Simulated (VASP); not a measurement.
# Hg (P-3m1) in VASP: single point with PBEsol

Aim: the single point of Hg with PBEsol.

Program: VASP 6.6.1. These are calculated values, not measurements. Logs are shortened: lines on timing, memory, paths and dates and some standing lists are left out, and cuts for length are marked.

### 1 The cell of the first run

Symmetry: P-3m1, No. 164, trigonal system. Conventional cell: a = 3.608 Å, b = 3.608 Å, c = 5.390 Å, α = 90.00°, β = 90.00°, γ = 120.00°. Hg (site symmetry 3m) has 12 Hg at 3.18 to 3.64 Å within 4.2 Å.

### 2 Single point, PBEsol (strained and its atoms moved)

Input file INCAR:

```
SYSTEM = Hg
ALGO = Normal
EDIFF = 1E-7
ENCUT = 520
GGA = PS
ISIF = 2
ISMEAR = 0
LASPH = .True.
LCHARG = .True.
LELF = .True.
LREAL = .False.
LVHAR = .True.
LWAVE = .False.
NBANDS = 19
NELM = 80
PREC = Accurate
SIGMA = 0.05
```

Input file KPOINTS:

```
k-points
0
Gamma
  12 12 8
  0 0 0
```

Input file POSCAR:

```
Hg
1.0
    3.6080018594      0.0000000000      0.0000000000
   -1.8040009297      3.1246212671      0.0000000000
    0.0000000000      0.0000000000      5.3900345471
Hg
2
Direct
    0.6666666700      0.3333333300      0.7226653886
    0.3333333300      0.6666666700      0.2773346114
```

Potentials or basis: VASP PAW PBE potentials, release 64 (Hg).

Command:

```bash
$ cat potpaw_PBE.64/Hg/POTCAR > POTCAR
$ mpirun -np 1 vasp_std > vasp.out
```

OUTCAR:

```text
SYSTEM = Hg
   EDIFF = 1E-7
   ENCUT = 520
   GGA = PS
   ISIF = 2
   ISMEAR = 0
   LASPH = .True.
   LREAL = .False.
   NELM = 80
   PREC = Accurate

 ion  position               nearest neighbor table
   1  0.667  0.333  0.723-   2 3.18   2 3.18   2 3.18   2 3.64   2 3.64   2 3.64
   2  0.333  0.667  0.277-   1 3.18   1 3.18   1 3.18   1 3.64   1 3.64   1 3.64

  LATTYP: Found a hexagonal cell.
 ALAT       =     3.6080018594
 C/A-ratio  =     1.4939112443

  Lattice vectors:

 A1 = (   3.6080018594,   0.0000000000,   0.0000000000)
 A2 = (  -1.8040009297,   3.1246212671,   0.0000000000)
 A3 = (   0.0000000000,   0.0000000000,   5.3900345471)

Analysis of symmetry for initial positions (statically):
=====================================================================
 Subroutine PRICEL returns:
 Original cell was already a primitive cell.

 Routine SETGRP: Setting up the symmetry group for a
 hexagonal supercell.

 Subroutine GETGRP returns: Found 12 space group operations
 (whereof 12 operations were pure point group operations)
 out of a pool of 24 trial point group operations.

The static configuration has the point symmetry D_3d.

Analysis of symmetry for dynamics (positions and initial velocities):
=====================================================================
 Subroutine PRICEL returns:
 Original cell was already a primitive cell.

 Routine SETGRP: Setting up the symmetry group for a
 hexagonal supercell.

 Subroutine GETGRP returns: Found 12 space group operations
 (whereof 12 operations were pure point group operations)
 out of a pool of 24 trial point group operations.

The dynamic configuration has the point symmetry D_3d.

 Subroutine INISYM returns: Found 12 space group operations
 (whereof 12 operations are pure point group operations),
 and found     1 'primitive' translations

----------------------------------------------------------------------------------------

                                     Primitive cell

  volume of cell :      60.7653

  direct lattice vectors                    reciprocal lattice vectors
     3.608001859  0.000000000  0.000000000     0.277161720  0.160019393  0.000000000
    -1.804000930  3.124621267  0.000000000     0.000000000  0.320038787  0.000000000
     0.000000000  0.000000000  5.390034547     0.000000000  0.000000000  0.185527568

  length of vectors
     3.608001859  3.608001859  5.390034547     0.320038787  0.320038787  0.185527568

  position of ions in fractional coordinates (direct lattice)
     0.666666670  0.333333330  0.722665389
     0.333333330  0.666666670  0.277334611

  ion indices of the primitive-cell ions
   primitive index   ion index
                 1           1
                 2           2

----------------------------------------------------------------------------------------

 KPOINTS: k-points

Automatic generation of k-mesh.
 Grid dimensions read from file:
 generate k-points for:   12   12    8

 Generating k-lattice:

  Cartesian coordinates                     Fractional coordinates (reciprocal lattice)
     0.023096810  0.013334949  0.000000000     0.083333333 -0.000000000  0.000000000
     0.000000000  0.026669899  0.000000000     0.000000000  0.083333333  0.000000000
     0.000000000  0.000000000  0.023190946     0.000000000  0.000000000  0.125000000

  Length of vectors
     0.026669899  0.026669899  0.023190946

  Shift w.r.t. Gamma in fractional coordinates (k-lattice)
     0.000000000  0.000000000  0.000000000

 Subroutine IBZKPT returns following result:
 ===========================================

 Found    131 irreducible k-points:

 Following reciprocal coordinates:
            Coordinates               Weight
  0.000000  0.000000  0.000000      1.000000
  0.083333  0.000000  0.000000      6.000000
  0.166667  0.000000  0.000000      6.000000
  0.250000  0.000000  0.000000      6.000000
  0.333333  0.000000  0.000000      6.000000
  0.416667  0.000000  0.000000      6.000000
[... 16 lines left out ...]
  0.166667  0.000000  0.125000      6.000000
  0.000000  0.166667  0.125000      6.000000
 [... further k-points ...]
   k-points           NKPTS =    131   k-points in BZ     NKDIM =    131   number of bands    NBANDS=     19
   number of dos      NEDOS =    301   number of ions     NIONS =      2
   total plane-waves  NPLWV =  31360
   dimension x,y,z NGX =    28 NGY =   28 NGZ =   40
   dimension x,y,z NGXF=    56 NGYF=   56 NGZF=   80
   ions per type =               2
   NGX,Y,Z   is equivalent  to a cutoff of  12.90, 12.90, 12.34 a.u.
   NGXF,Y,Z  is equivalent  to a cutoff of  25.80, 25.80, 24.67 a.u.
 SYSTEM =  Hg
   PREC   = accura    normal or accurate (medium, high low for compatibility)
   ISTART =      0    job   : 0-new  1-cont  2-samecut
   ICHARG =      2    charge: 1-file 2-atom 10-const
   ISPIN  =      1    spin polarized calculation?
   LNONCOLLINEAR =      F non collinear calculations
   LSORBIT =      F    spin-orbit coupling
   LASPH  =      T    aspherical Exc in radial PAW
   ENCUT  =  520.0 eV  38.22 Ry    6.18 a.u.   6.71  6.71 10.02*2*pi/ulx,y,z
   NELM   =     80;   NELMIN=  2; NELMDL= -5     # of ELM steps
   EDIFF  = 0.1E-06   stopping-criterion for ELM
   LREAL  =      F    real-space projection
   EDIFFG = 0.1E-05   stopping-criterion for IOM
   NSW    =      0    number of steps for IOM
   IBRION =     -1    ionic relax: 0-MD 1-quasi-New 2-CG
   NFREE  =      0    steps in history (QN), initial steepest desc. (CG)
   ISIF   =      2    stress and relaxation
   ISYM   =      2    0-nonsym 1-usesym 2-fastsym
   POTIM  = 0.5000    time-step for ionic-motion
   TEBEG  =    0.0;   TEEND  =   0.0 temperature during run
   PSTRESS=    0.0 pullay stress
   NELECT =      24.0000    total number of electrons
   NUPDOWN=      -1.0000    fix difference up-down
   EMIN   =  10.00;   EMAX   =-10.00  energy-range for DOS
   EFERMI =   0.00;   METHOD = LEGACY
   ISMEAR =     0;   SIGMA  =   0.05  broadening in eV -4-tet -1-fermi 0-gaus
   EFERMI_NEDOS =   21; number of points for ismear=-14 and -15
   IALGO  =     38    algorithm
   IMIX   =      4    mixing-type and parameters
     AMIX     =   0.40;   BMIX     =  1.00
     AMIX_MAG =   1.60;   BMIX_MAG =  1.00
  volume/ion in A,a.u.               =      30.38       205.03
  Fermi-wavevector in a.u.,A,eV,Ry     =   1.201139  2.269824 19.629607  1.442735
  Thomas-Fermi vector in A             =   2.336956
   LORBIT       =      0    0 simple, 1 ext, 2 COOP (PROOUT), +10 PAW based schemes
   GGA     = PS    functional components
   LHFCALC =     F    Hartree Fock is set to
   AEXX    =    0.0000 exact exchange contribution
   IVDW    =     0    specifies the selected vdW correction
   LEPSILON=     F    determine dielectric tensor
   LRPA    =     F    only Hartree local field effects (RPA)
 non-spin polarized calculation
 Gauss-broadening in eV      SIGMA  =   0.05
  energy-cutoff  :      520.00
  volume of cell :       60.77
 maximum number of plane-waves:      1654
 NGX is ok and might be reduce to    28
   NGX = 13   NGY = 13   NGZ = 21

 number of electron      24.0000002 magnetization

 Free energy of the ion-electron system (eV)
  ---------------------------------------------------
  ext. energy  EPLUGINS =         0.00000000
  ---------------------------------------------------
  free energy    TOTEN  =        -0.91279777 eV

  energy without entropy =       -0.91278066  energy(sigma->0) =       -0.91278921

 E-fermi :   0.4857     XC(G=0):  -9.6732

 val. band max:        0.3926766725   @ k =   0.2500   0.1667   0.0000
 cond. band min:       0.5611217925   @ k =   0.5000   0.0000   0.5000
 fundamental gap:      0.1684451200
 Fermi energy:         0.4857359232

 k-point     1 :       0.0000    0.0000    0.0000
  band No.  band energies     occupation
      1      -6.5629      2.00000
      2      -6.0355      2.00000
      3      -5.5712      2.00000
      4      -5.5712      2.00000
      5      -5.4946      2.00000
      6      -5.4946      2.00000
[... 11 lines left out ...]
     18      12.4729      0.00000
     19      13.0540      0.00000

 k-point     2 :       0.0833    0.0000    0.0000
  band No.  band energies     occupation
      1      -6.4541      2.00000
      2      -5.9990      2.00000
      3      -5.5826      2.00000
      4      -5.5706      2.00000
      5      -5.5258      2.00000
      6      -5.4589      2.00000
[... 11 lines left out ...]
     18      13.3954      0.00000
     19      13.7050      0.00000

 k-point     3 :       0.1667    0.0000    0.0000
  band No.  band energies     occupation
      1      -6.1714      2.00000
      2      -5.9265      2.00000
      3      -5.6301      2.00000
      4      -5.5807      2.00000
      5      -5.5407      2.00000
      6      -5.3603      2.00000
[... 11 lines left out ...]
     18      12.9644      0.00000
     19      13.1703      0.00000

 k-point     4 :       0.2500    0.0000    0.0000
  band No.  band energies     occupation
      1      -5.9372      2.00000
      2      -5.9035      2.00000
      3      -5.7012      2.00000
      4      -5.6128      2.00000
      5      -5.4374      2.00000
      6      -5.2218      2.00000
[... 11 lines left out ...]
     18      11.6028      0.00000
     19      12.6986      0.00000

 k-point     5 :       0.3333    0.0000    0.0000
  band No.  band energies     occupation
      1      -5.9668      2.00000
      2      -5.8869      2.00000
      3      -5.7892      2.00000
      4      -5.6543      2.00000
      5      -5.2678      2.00000
      6      -5.1796      2.00000
[... 11 lines left out ...]
     18      11.0850      0.00000
     19      12.0570      0.00000
[... 334 lines left out ...]
      2      -5.9816      2.00000
      3      -5.6090      2.00000
      4      -5.5885      2.00000
      5      -5.5069      2.00000
      6      -5.4581      2.00000
[... 11 lines left out ...]
     18      12.9608      0.00000
     19      13.5417      0.00000

 k-point    22 :       0.0000    0.0833    0.1250
  band No.  band energies     occupation
      1      -6.3706      2.00000
      2      -5.9812      2.00000
      3      -5.6007      2.00000
      4      -5.5866      2.00000
      5      -5.5244      2.00000
      6      -5.4515      2.00000
[... 11 lines left out ...]
     18      12.9199      0.00000
     19      13.5012      0.00000

 k-point    23 :       0.1667    0.0000    0.1250
  band No.  band energies     occupation
      1      -6.1037      2.00000
      2      -5.9116      2.00000
      3      -5.6584      2.00000
      4      -5.5883      2.00000
      5      -5.5066      2.00000
      6      -5.3622      2.00000
[... 11 lines left out ...]
     18      12.8141      0.00000
     19      13.4144      0.00000

 k-point    24 :       0.0000    0.1667    0.1250
  band No.  band energies     occupation
      1      -6.1137      2.00000
      2      -5.9037      2.00000
      3      -5.6000      2.00000
      4      -5.5803      2.00000
      5      -5.5726      2.00000
      6      -5.3589      2.00000
[... 11 lines left out ...]
     18      12.8207      0.00000
     19      13.7717      0.00000

 [... further k-points ...]

------------------------ aborting loop because EDIFF is reached ----------------------------------------

  FORCE on cell =-STRESS in cart. coord.  units (eV):
  Direction    XX          YY          ZZ          XY          YZ          ZX
  --------------------------------------------------------------------------------------
  -------------------------------------------------------------------------------------
  Total       -0.7926181     -0.7926181     -0.6219797      0.0000000      0.0000000      0.0000000
  in kB      -20.8986812    -20.8986812    -16.3995181      0.0000000      0.0000000      0.0000000
  external PRESSURE =     -19.3989602 kB  Pullay stress =       0.0000000 kB

 VOLUME and BASIS-vectors are now :
 -----------------------------------------------------------------------------
  energy-cutoff  :      520.00
  volume of cell :       60.77
      direct lattice vectors                 reciprocal lattice vectors
     3.608001859  0.000000000  0.000000000     0.277161720  0.160019393  0.000000000
    -1.804000930  3.124621267  0.000000000     0.000000000  0.320038787  0.000000000
     0.000000000  0.000000000  5.390034547     0.000000000  0.000000000  0.185527568

 POSITION                                       TOTAL-FORCE (eV/Angst)
 -----------------------------------------------------------------------------------
      1.80400      1.04154      3.89519        -0.000000      0.000000      0.262399
     -0.00000      2.08308      1.49484         0.000000     -0.000000     -0.262399
 -----------------------------------------------------------------------------------
    total drift:                               -0.000000      0.000000      0.000000

  FREE ENERGIE OF THE ION-ELECTRON SYSTEM (eV)
  ---------------------------------------------------
  free  energy   TOTEN  =        -0.9127977661 eV

  energy  without entropy=       -0.9127806631  energy(sigma->0) =       -0.91278921
```

Wall time 64 s (1 thread of Intel Xeon Platinum 8375C at 2.90GHz (Ice Lake), shared host); peak memory 0.26 GiB.

What came out:

* Free energy: -0.9128 eV
* Pressure: -1.9 GPa
* Largest force: 0.262 eV/Å

Forces on the atoms (eV/Å):
```
Hg   0.000  0.000  0.262
Hg   0.000  0.000 -0.262
```

Caveat: the cell differs from its parent crystal (strained and its atoms moved); the PAW data sets were made with another functional, which shifts forces and pressure a little; spin-orbit coupling is left out, which moves the levels of the heavy elements.
